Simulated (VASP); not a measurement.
A run of VASP 6.6.1:

File INCAR:

```
SYSTEM = Mg
  PREC = Accurate
  ENCUT = 520
  EDIFF = 1E-8
  ISMEAR = -1
  SIGMA = 0.03
  LREAL = .False.
  LASPH = .True.
  NELM = 60
  ALGO = Normal
  ISIF = 2
  LWAVE = .False.
  LCHARG = .False.
  GGA = CA
  LEFG = .True.
  NBANDS = 7
```

File KPOINTS:

```
Automatic mesh
0
Gamma
  19 19 19
  0 0 0
```

The input POSCAR:

```
Mg
1.0
   -1.4665903054      1.4665903054      1.4665903054
    1.4665903054     -1.4665903054      1.4665903054
    1.4665903054      1.4665903054     -1.4665903054
Mg
1
Direct
    0.0000000000      0.0000000000      0.0000000000
```

Potentials or basis: VASP PAW LDA potentials, release 64 (Mg).

Run with:

```sh
$ cat potpaw_LDA.64/Mg/POTCAR > POTCAR
$ mpirun -np 1 vasp_std > vasp.out
```

Hardware: 1 thread of Intel(R) Xeon(R) Platinum 8559C (Emerald Rapids), on a shared host.

**Question.** Estimate the wall time of this run.

**Answer.** Wall time 12 s on 1 thread of Intel(R) Xeon(R) Platinum 8559C (Emerald Rapids), on a shared host, peak memory 0.13 GiB. Counts: scf iterations 12, k points 220.
